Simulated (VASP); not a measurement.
# TiB2 (P6/mmm) in VASP: notebook

The runs below take TiB2 through relaxation of cell and atoms, with PBEsol.

Everything below comes from runs of VASP 6.6.1. Logs are shortened: lines on timing, memory, paths and dates and some standing lists are left out, and cuts for length are marked.

### Step 1. The cell of the first run

The structure is hexagonal, space group P6/mmm (No. 191). The conventional cell has a = 3.000 Å, b = 3.000 Å, c = 3.300 Å, α = 90.00°, β = 90.00°, γ = 120.00°. Ti (site symmetry 6/mmm) has 12 B at 2.39 Å and 6 Ti at 3.00 Å within 3.2 Å. Within 2.3 Å of B (site symmetry -6m2) lie 3 B at 1.73 Å.

### Step 2. Relaxation of cell and atoms, PBEsol, target pressure 15 GPa, at which the enthalpy is minimised

The input, INCAR:

```
PREC = Accurate
ENCUT = 600
EDIFF = 1E-6
ISMEAR = -1
SIGMA = 0.05
LREAL = F
LASPH = T
NELM = 80
ALGO = Normal
ISIF = 3
LWAVE = F
LCHARG = F
GGA = PS
IBRION = 2
NSW = 80
EDIFFG = -0.03
PSTRESS = 150.0
```

The input, KPOINTS:

```
regular mesh
0
Gamma
  10 10 8
```

The input, POSCAR:

```
TiB2
1.0
    3.0000000000      0.0000000000      0.0000000000
   -1.5000000000      2.5980762114      0.0000000000
    0.0000000000      0.0000000000      3.3000000000
Ti B
1 2
Direct
    0.0000000000      0.0000000000      0.0000000000
    0.3333333333      0.6666666667      0.5000000000
    0.6666666667      0.3333333333      0.5000000000
```

Potentials or basis: VASP PAW PBE potentials, release 64 (Ti_sv, B).

On the command line:

```sh
$ cat potpaw_PBE.64/Ti_sv/POTCAR potpaw_PBE.64/B/POTCAR > POTCAR
$ mpirun -np 1 vasp_std > vasp.out
```

OUTCAR:

```text
PREC = Accurate
   ENCUT = 600
   EDIFF = 1E-6
   ISMEAR = -1
   LREAL = F
   LASPH = T
   NELM = 80
   ISIF = 3
   GGA = PS
   IBRION = 2
   NSW = 80
   EDIFFG = -0.03
   PSTRESS = 150.0

 ion  position               nearest neighbor table
   1  0.000  0.000  0.000-   2 2.39   3 2.39   2 2.39   3 2.39   3 2.39   3 2.39   2 2.39   2 2.39
                             3 2.39   3 2.39   2 2.39   2 2.39
   2  0.333  0.667  0.500-   3 1.73   3 1.73   3 1.73   1 2.39   1 2.39   1 2.39   1 2.39   1 2.39
                             1 2.39
   3  0.667  0.333  0.500-   2 1.73   2 1.73   2 1.73   1 2.39   1 2.39   1 2.39   1 2.39   1 2.39
                             1 2.39

  LATTYP: Found a hexagonal cell.
 ALAT       =     3.0000000000
 C/A-ratio  =     1.1000000000

  Lattice vectors:

 A1 = (   3.0000000000,   0.0000000000,   0.0000000000)
 A2 = (  -1.5000000000,   2.5980762114,   0.0000000000)
 A3 = (   0.0000000000,   0.0000000000,   3.3000000000)

Analysis of symmetry for initial positions (statically):
=====================================================================
 Subroutine PRICEL returns:
 Original cell was already a primitive cell.

 Routine SETGRP: Setting up the symmetry group for a
 hexagonal supercell.

 Subroutine GETGRP returns: Found 24 space group operations
 (whereof 24 operations were pure point group operations)
 out of a pool of 24 trial point group operations.

The static configuration has the point symmetry D_6h.

Analysis of symmetry for dynamics (positions and initial velocities):
=====================================================================
 Subroutine PRICEL returns:
 Original cell was already a primitive cell.

 Routine SETGRP: Setting up the symmetry group for a
 hexagonal supercell.

 Subroutine GETGRP returns: Found 24 space group operations
 (whereof 24 operations were pure point group operations)
 out of a pool of 24 trial point group operations.

The dynamic configuration has the point symmetry D_6h.

 Subroutine INISYM returns: Found 24 space group operations
 (whereof 24 operations are pure point group operations),
 and found     1 'primitive' translations

----------------------------------------------------------------------------------------

                                     Primitive cell

  volume of cell :      25.7210

  direct lattice vectors                    reciprocal lattice vectors
     3.000000000  0.000000000  0.000000000     0.333333333  0.192450090  0.000000000
    -1.500000000  2.598076211  0.000000000     0.000000000  0.384900179  0.000000000
     0.000000000  0.000000000  3.300000000     0.000000000  0.000000000  0.303030303

  length of vectors
     3.000000000  3.000000000  3.300000000     0.384900179  0.384900179  0.303030303

  position of ions in fractional coordinates (direct lattice)
     0.000000000  0.000000000  0.000000000
     0.333333333  0.666666667  0.500000000
     0.666666667  0.333333333  0.500000000

  ion indices of the primitive-cell ions
   primitive index   ion index
                 1           1
                 2           2
                 3           3

----------------------------------------------------------------------------------------

 KPOINTS: regular mesh

Automatic generation of k-mesh.
 Grid dimensions read from file:
 generate k-points for:   10   10    8

 Generating k-lattice:

  Cartesian coordinates                     Fractional coordinates (reciprocal lattice)
     0.033333333  0.019245009  0.000000000     0.100000000 -0.000000000  0.000000000
     0.000000000  0.038490018  0.000000000     0.000000000  0.100000000  0.000000000
     0.000000000  0.000000000  0.037878788     0.000000000  0.000000000  0.125000000

  Length of vectors
     0.038490018  0.038490018  0.037878788

  Shift w.r.t. Gamma in fractional coordinates (k-lattice)
     0.000000000  0.000000000  0.000000000

 Subroutine IBZKPT returns following result:
 ===========================================

 Found     70 irreducible k-points:

 Following reciprocal coordinates:
            Coordinates               Weight
  0.000000  0.000000  0.000000      1.000000
  0.100000  0.000000  0.000000      6.000000
  0.200000  0.000000  0.000000      6.000000
  0.300000  0.000000  0.000000      6.000000
  0.400000  0.000000  0.000000      6.000000
  0.500000  0.000000  0.000000      3.000000
[... 16 lines left out ...]
  0.300000  0.100000  0.125000     24.000000
  0.400000  0.100000  0.125000     24.000000
 [... further k-points ...]
   k-points           NKPTS =     70   k-points in BZ     NKDIM =     70   number of bands    NBANDS=     13
   number of dos      NEDOS =    301   number of ions     NIONS =      3
   total plane-waves  NPLWV =  16128
   dimension x,y,z NGX =    24 NGY =   24 NGZ =   28
   dimension x,y,z NGXF=    48 NGYF=   48 NGZF=   56
   ions per type =               1   2
   NGX,Y,Z   is equivalent  to a cutoff of  13.30, 13.30, 14.11 a.u.
   NGXF,Y,Z  is equivalent  to a cutoff of  26.60, 26.60, 28.21 a.u.
 SYSTEM =  unknown system
   PREC   = accura    normal or accurate (medium, high low for compatibility)
   ISTART =      0    job   : 0-new  1-cont  2-samecut
   ICHARG =      2    charge: 1-file 2-atom 10-const
   ISPIN  =      1    spin polarized calculation?
   LNONCOLLINEAR =      F non collinear calculations
   LSORBIT =      F    spin-orbit coupling
   LASPH  =      T    aspherical Exc in radial PAW
   ENCUT  =  600.0 eV  44.10 Ry    6.64 a.u.   5.99  5.99  6.59*2*pi/ulx,y,z
   NELM   =     80;   NELMIN=  2; NELMDL= -5     # of ELM steps
   EDIFF  = 0.1E-05   stopping-criterion for ELM
   LREAL  =      F    real-space projection
   EDIFFG = -.3E-01   stopping-criterion for IOM
   NSW    =     80    number of steps for IOM
   IBRION =      2    ionic relax: 0-MD 1-quasi-New 2-CG
   NFREE  =      1    steps in history (QN), initial steepest desc. (CG)
   ISIF   =      3    stress and relaxation
   ISYM   =      2    0-nonsym 1-usesym 2-fastsym
   POTIM  = 0.5000    time-step for ionic-motion
   TEBEG  =    0.0;   TEEND  =   0.0 temperature during run
   PSTRESS=  150.0 pullay stress
   NELECT =      18.0000    total number of electrons
   NUPDOWN=      -1.0000    fix difference up-down
   EMIN   =  10.00;   EMAX   =-10.00  energy-range for DOS
   EFERMI =   0.00;   METHOD = LEGACY
   ISMEAR =    -1;   SIGMA  =   0.05  broadening in eV -4-tet -1-fermi 0-gaus
   EFERMI_NEDOS =   21; number of points for ismear=-14 and -15
   IALGO  =     38    algorithm
   IMIX   =      4    mixing-type and parameters
     AMIX     =   0.40;   BMIX     =  1.00
     AMIX_MAG =   1.60;   BMIX_MAG =  1.00
  volume/ion in A,a.u.               =       8.57        57.86
  Fermi-wavevector in a.u.,A,eV,Ry     =   1.453461  2.746643 28.742962  2.112548
  Thomas-Fermi vector in A             =   2.570725
   LORBIT       =      0    0 simple, 1 ext, 2 COOP (PROOUT), +10 PAW based schemes
   GGA     = PS    functional components
   LHFCALC =     F    Hartree Fock is set to
   AEXX    =    0.0000 exact exchange contribution
   IVDW    =     0    specifies the selected vdW correction
   LEPSILON=     F    determine dielectric tensor
   LRPA    =     F    only Hartree local field effects (RPA)
 conjugate gradient relaxation of ions
 non-spin polarized calculation
  energy-cutoff  :      600.00
  volume of cell :       25.72
 maximum number of plane-waves:       877
 NGX is ok and might be reduce to    24
   NGX = 11   NGY = 11   NGZ = 13

--------------------------------------- Ionic step        1  -------------------------------------------

 number of electron      18.0000003 magnetization

 Free energy of the ion-electron system (eV)
  ---------------------------------------------------
  ext. energy  EPLUGINS =         0.00000000
  ---------------------------------------------------
  free energy    TOTEN  =       -25.74891602 eV

  energy without entropy =      -25.74389888  energy(sigma->0) =      -25.74640745

 E-fermi :   9.8268     XC(G=0): -12.8530

 val. band max:        9.8189142042   @ k =   0.4000   0.2000   0.0000
 cond. band min:       9.8306848727   @ k =   0.3000   0.2000   0.0000
 fundamental gap:      0.0117706685
 Fermi energy:         9.8268458689

 k-point     1 :       0.0000    0.0000    0.0000
  band No.  band energies     occupation
      1     -46.8835      2.00000
      2     -23.3603      2.00000
      3     -22.9961      2.00000
      4     -22.9961      2.00000
      5      -3.6220      2.00000
      6       7.2163      2.00000
      7       7.4942      2.00000
      8       7.4942      2.00000
      9       7.6381      2.00000
     10      11.7421      0.00000
     11      11.7421      0.00000
     12      13.3478      0.00000
     13      13.3478      0.00000

 k-point     2 :       0.1000    0.0000    0.0000
  band No.  band energies     occupation
      1     -46.8776      2.00000
      2     -23.3529      2.00000
      3     -23.0395      2.00000
      4     -23.0059      2.00000
      5      -3.4278      2.00000
      6       6.9388      2.00000
      7       7.0886      2.00000
      8       7.4509      2.00000
      9       7.7573      2.00000
     10      11.6821      0.00000
     11      12.0411      0.00000
[... 501 lines left out ...]
  FREE ENERGIE OF THE ION-ELECTRON SYSTEM (eV)
  ---------------------------------------------------
  free  energy   TOTEN  =       -25.7334313225 eV

  energy  without entropy=      -25.7262986091  energy(sigma->0) =      -25.72986497

  enthalpy is  TOTEN    =       -23.4949706599 eV   P V=        2.2384606626

--------------------------------------- Ionic step        5  -------------------------------------------

 number of electron      18.0000001 magnetization

 Free energy of the ion-electron system (eV)
  ---------------------------------------------------
  ext. energy  EPLUGINS =         0.00000000
  ---------------------------------------------------
  free energy    TOTEN  =       -25.73291438 eV

  energy without entropy =      -25.72594618  energy(sigma->0) =      -25.72943028

 E-fermi :  10.6108     XC(G=0): -13.2196

 val. band max:       10.6024217845   @ k =   0.3000   0.2000   0.0000
 cond. band min:      10.6357567587   @ k =   0.4000   0.2000   0.0000
 fundamental gap:      0.0333349742
 Fermi energy:        10.6107990564

 k-point     1 :       0.0000    0.0000    0.0000
  band No.  band energies     occupation
      1     -45.8083      2.00000
      2     -22.2670      2.00000
      3     -21.9301      2.00000
      4     -21.9301      2.00000
      5      -3.1310      2.00000
      6       7.8479      2.00000
      7       7.8479      2.00000
      8       8.4076      2.00000
      9       8.5533      2.00000
     10      12.8161      0.00000
     11      12.8161      0.00000
     12      14.8199      0.00000
     13      14.8199      0.00000

 k-point     2 :       0.1000    0.0000    0.0000
  band No.  band energies     occupation
      1     -45.8015      2.00000
      2     -22.2586      2.00000
      3     -21.9808      2.00000
      4     -21.9414      2.00000
      5      -2.9288      2.00000
      6       7.3109      2.00000
      7       7.8285      2.00000
      8       8.3601      2.00000
      9       8.5035      2.00000
     10      12.7539      0.00000
     11      13.1888      0.00000
[... 376 lines left out ...]
 POSITION                                       TOTAL-FORCE (eV/Angst)
 -----------------------------------------------------------------------------------
     -1.48649      2.57467      0.00000        -0.000000      0.000000      0.000000
     -0.00000      1.71645      1.56131        -0.000000     -0.000000      0.000000
      1.48649      0.85822      1.56131         0.000000     -0.000000     -0.000000
 -----------------------------------------------------------------------------------
    total drift:                               -0.000000      0.000000     -0.000000

  FREE ENERGIE OF THE ION-ELECTRON SYSTEM (eV)
  ---------------------------------------------------
  free  energy   TOTEN  =       -25.7329143755 eV

  energy  without entropy=      -25.7259461819  energy(sigma->0) =      -25.72943028

  enthalpy is  TOTEN    =       -23.4951625948 eV   P V=        2.2377517808

 reached required accuracy - stopping structural energy minimisation
```

Run time: 47 s. Hardware: 1 thread of Intel Xeon 6975P-C (Granite Rapids), shared host; peak memory 0.17 GiB.

What came out:

```
Free energy                                            : -25.7329 eV
Relaxed volume                                         : 7.97 Å³/atom
Relaxed cell                                           : a = 2.973 Å, b = 2.973 Å, c = 3.123 Å, α = 90.00°, β = 90.00°, γ = 120.00°
Space group after relaxing (to 0.05 Å)                 : P6/mmm (No. 191)
Energy change on relaxing (the enthalpy is what falls) : +5.3 meV/atom
Ionic steps                                            : 5
Pressure after relaxing                                : 14.8 GPa
Band gap on the k mesh                                 : zero (band 9 reaches 11.25 eV, above the bottom of band 10 at 10.40 eV)
```

The path:
```
step  energy change (eV)  largest force (eV/Å)  pressure (GPa)  volume (Å³)
   1              0.0000                0.0000           -4.07        25.72
   2              0.3417                0.0000           44.36        22.09
   3              0.0386                0.0000           16.88        23.83
   4              0.0155                0.0000           14.65        23.91
   5              0.0160                0.0000           14.85        23.90
```

Final structure:
```
Ti B
1.0
     2.97297    0.00000    0.00000
    -1.48649    2.57467    0.00000
     0.00000    0.00000    3.12262
Ti B
1 2
Direct
  0.00000 0.00000 0.00000
  0.33333 0.66667 0.50000
  0.66667 0.33333 0.50000
```

Caveat: the cell is relaxed towards a set pressure, so the enthalpy falls and the energy may rise; the PAW data sets were made with another functional, which shifts forces and pressure a little.

### Step 3. Relaxation of cell and atoms, PBEsol, target pressure 30 GPa, at which the enthalpy is minimised

The input, INCAR:

```
SYSTEM = TiB2
ALGO     = Normal         ! electronic algorithm
EDIFF    = 1E-7           ! SCF threshold, eV
EDIFFG   = -0.03          ! ionic threshold
ENCUT    = 600            ! plane-wave cutoff, eV
GGA      = PS             ! functional
IBRION   = 2              ! ionic algorithm
ISIF     = 3              ! what is computed and relaxed
ISMEAR   = -1             ! smearing method
LASPH    = .TRUE.         ! aspherical terms in the spheres
LCHARG   = .FALSE.        ! write CHGCAR
LREAL    = .FALSE.        ! projectors in reciprocal space
LWAVE    = .FALSE.        ! write WAVECAR
NELM     = 60             ! most SCF steps
NSW      = 80             ! ionic steps
PREC     = Accurate       ! precision mode
PSTRESS  = 300.0        
SIGMA    = 0.05           ! smearing width, eV
```

The input, KPOINTS:

```
k-points
0
G
  10 10 8
  0 0 0
```

POSCAR is that of step 2.

Potentials or basis: VASP PAW PBE potentials, release 64 (Ti_sv, B).

On the command line:

```sh
$ cat potpaw_PBE.64/Ti_sv/POTCAR potpaw_PBE.64/B/POTCAR > POTCAR
$ mpirun -np 1 vasp_std > vasp.out
```

It took 64 s on 1 thread of Intel Xeon 6975P-C (Granite Rapids), shared host; peak memory 0.16 GiB.

It converged, with:

```yaml
Free_energy: -25.5899 eV
Relaxed_volume: 7.62 Å³/atom
Relaxed_cell: a = 2.935 Å, b = 2.935 Å, c = 3.066 Å, α = 90.00°, β = 90.00°, γ = 120.00°
Space_group_after_relaxing_to_0.05_Å: P6/mmm (No. 191)
Energy_change_on_relaxing_the_enthalpy_is_what_falls: +53.0 meV/atom
Ionic_steps: 6
Pressure_after_relaxing: 30.1 GPa
Band_gap_on_the_k_mesh: zero (band 9 reaches 11.83 eV, above the bottom of band 10 at 10.86 eV)
```

Step by step:
| step | energy change (eV) | largest force (eV/Å) | pressure (GPa) | volume (Å³) |
| --- | --- | --- | --- | --- |
| 1 | 0.0000 | 0.0000 | -4.09 | 25.72 |
| 2 | 1.5443 | 0.0000 | 110.18 | 19.50 |
| 3 | 0.1683 | 0.0000 | 29.95 | 22.97 |
| 4 | 0.1848 | 0.0000 | 31.41 | 22.87 |
| 5 | 0.1593 | 0.0000 | 30.03 | 22.87 |
| 6 | 0.1590 | 0.0000 | 30.09 | 22.87 |

Final structure:
```
Ti B
1.0
     2.93485    0.00000    0.00000
    -1.46742    2.54165    0.00000
     0.00000    0.00000    3.06592
Ti B
1 2
Cartesian
  0.0000 0.0000 0.0000
  0.0000 1.6944 1.5330
  1.4674 0.8472 1.5330
```

Levels at points of the mesh, in eV from the Fermi level:
```
           k point  band 7  band 8  band 9  band 10  band 11  band 12
(0.00, 0.00, 0.00)   -2.90   -2.30   -1.97     2.36     2.36     4.49
(0.50, 0.00, 0.00)   -3.35   -3.33   -2.52     1.72     3.26     3.87
(0.00, 0.00, 0.50)   -0.49   -0.49   -0.25    -0.25     0.58     0.58
(0.50, 0.00, 0.50)   -5.05   -4.17   -3.05     3.20     3.51     5.57
```

Caveat: the cell is relaxed towards a set pressure, so the enthalpy falls and the energy may rise; the PAW data sets were made with another functional, which shifts forces and pressure a little.

### Step 4. Relaxation of cell and atoms, PBEsol, target pressure 45 GPa, at which the enthalpy is minimised

The input, INCAR:

```
  PREC = Accurate
  ENCUT = 600
  EDIFF = 1E-7
  ISMEAR = -1
  SIGMA = 0.05
  LREAL = F
  LASPH = T
  NELM = 60
  ALGO = Normal
  ISIF = 3
  LWAVE = F
  LCHARG = F
  GGA = PS
  IBRION = 2
  NSW = 80
  EDIFFG = -0.03
  PSTRESS = 450.0
```

The input, KPOINTS:

```
regular mesh
0
Gamma
  10 10 8
```

POSCAR is that of step 3.

On the command line:

```sh
$ cat potpaw_PBE.64/Ti_sv/POTCAR potpaw_PBE.64/B/POTCAR > POTCAR
$ mpirun -np 1 vasp_std > vasp.out
```

Wall time 88 s (1 thread of Intel Xeon 6975P-C (Granite Rapids), shared host); peak memory 0.17 GiB.

Results (log left out):

- Free energy: -25.3942 eV
- Relaxed volume: 7.34 Å³/atom
- Relaxed cell: a = 2.903 Å, b = 2.903 Å, c = 3.019 Å, α = 90.00°, β = 90.00°, γ = 120.00°
- Space group after relaxing (to 0.05 Å): P6/mmm (No. 191)
- Energy change on relaxing (the enthalpy is what falls): +118.2 meV/atom
- Ionic steps: 9
- Pressure after relaxing: 45.0 GPa
- Band gap on the k mesh: zero (band 9 reaches 12.28 eV, above the bottom of band 10 at 11.26 eV)

The path:
```tsv
step	energy change (eV)	largest force (eV/Å)	pressure (GPa)	volume (Å³)
1	0.0000	0.0000	-4.09	25.72
2	3.8727	0.0000	212.51	17.12
3	0.3200	0.0000	41.61	22.30
4	0.3737	0.0000	45.42	22.10
5	0.3928	0.0000	46.77	22.03
6	0.3694	0.0000	45.90	21.98
7	0.3683	0.0000	45.94	21.98
8	0.3350	0.0000	43.63	22.10
9	0.3547	0.0000	45.00	22.03
```

Final structure:
```
CELL_PARAMETERS angstrom
2.90286 0.00000 0.00000
-1.45143 2.51395 0.00000
0.00000 0.00000 3.01881
ATOMIC_POSITIONS crystal
Ti 0.00000 0.00000 0.00000
B 0.33333 0.66667 0.50000
B 0.66667 0.33333 0.50000
```

Levels at points of the mesh, in eV from the Fermi level:
| k point | band 7 | band 8 | band 9 | band 10 | band 11 | band 12 |
| --- | --- | --- | --- | --- | --- | --- |
| (0.00, 0.00, 0.00) | -3.01 | -2.39 | -1.89 | 2.50 | 2.50 | 4.74 |
| (0.50, 0.00, 0.00) | -3.40 | -3.39 | -2.63 | 1.82 | 3.42 | 4.07 |
| (0.00, 0.00, 0.50) | -0.50 | -0.50 | -0.28 | -0.28 | 0.61 | 0.61 |
| (0.50, 0.00, 0.50) | -5.21 | -4.30 | -3.02 | 3.41 | 3.69 | 5.87 |

Caveat: the cell is relaxed towards a set pressure, so the enthalpy falls and the energy may rise; the PAW data sets were made with another functional, which shifts forces and pressure a little.

### Step 5. Summary

```csv
cell,gap on the mesh (eV),pressure (GPa)
relaxed to 15 GPa,none,14.8
relaxed to 30 GPa,none,30.1
relaxed to 45 GPa,none,45.0
```

Alike in all rows: task relaxation of cell and atoms; level PBEsol; potentials or basis VASP PAW PBE potentials, release 64 (Ti_sv, B); no spin polarisation; k mesh 10 × 10 × 8; cutoff (eV) 600; smearing fermi-dirac 0.05 eV.

Caveats: the cell is relaxed towards a set pressure, so the enthalpy falls and the energy may rise; the PAW data sets were made with another functional, which shifts forces and pressure a little.

Absolute energies hang on the potentials; compare differences alone.
